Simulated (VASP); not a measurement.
Input of a VASP 6.6.1 run:

Contents of INCAR:

```
SYSTEM = Zr3SiO
PREC = Accurate ; ENCUT = 520
EDIFF = 1E-6 ; ISMEAR = 0
SIGMA = 0.1 ; LREAL = .False.
LASPH = .True. ; NELM = 100
ALGO = Normal ; ISIF = 2
LWAVE = .False. ; LCHARG = .False.
GGA = PE ; NBANDS = 31
```

KPOINTS

```
regular mesh
0
Gamma
  4 4 4
  0 0 0
```

The input POSCAR:

```
Zr3SiO
1.0
    4.2763980100      0.0000000000      0.0000000000
    0.0000000000      4.2763980100      0.0000000000
    0.0000000000      0.0000000000      4.2763980100
Zr Si O
3 1 1
Direct
    0.5000000000      0.0000000000      0.5000000000
    0.0000000000      0.5000000000      0.5000000000
    0.5000000000      0.5000000000      0.0000000000
    0.0000000000      0.0000000000      0.0000000000
    0.5000000000      0.5000000000      0.5000000000
```

Potentials or basis: VASP PAW PBE potentials, release 64 (Zr_sv, Si, O).

Launch:

```console
$ cat potpaw_PBE.64/Zr_sv/POTCAR potpaw_PBE.64/Si/POTCAR potpaw_PBE.64/O/POTCAR > POTCAR
$ mpirun -np 1 vasp_std > vasp.out
```

(1) What does it give for the band gap on the k mesh?

(2) Estimate the pressure.

Results:

(1) zero (band 23 reaches 11.57 eV, above the bottom of band 24 at 10.57 eV).

(2) 14.8 GPa.

Caveat: the k points lie up to 0.37 Å⁻¹ apart.
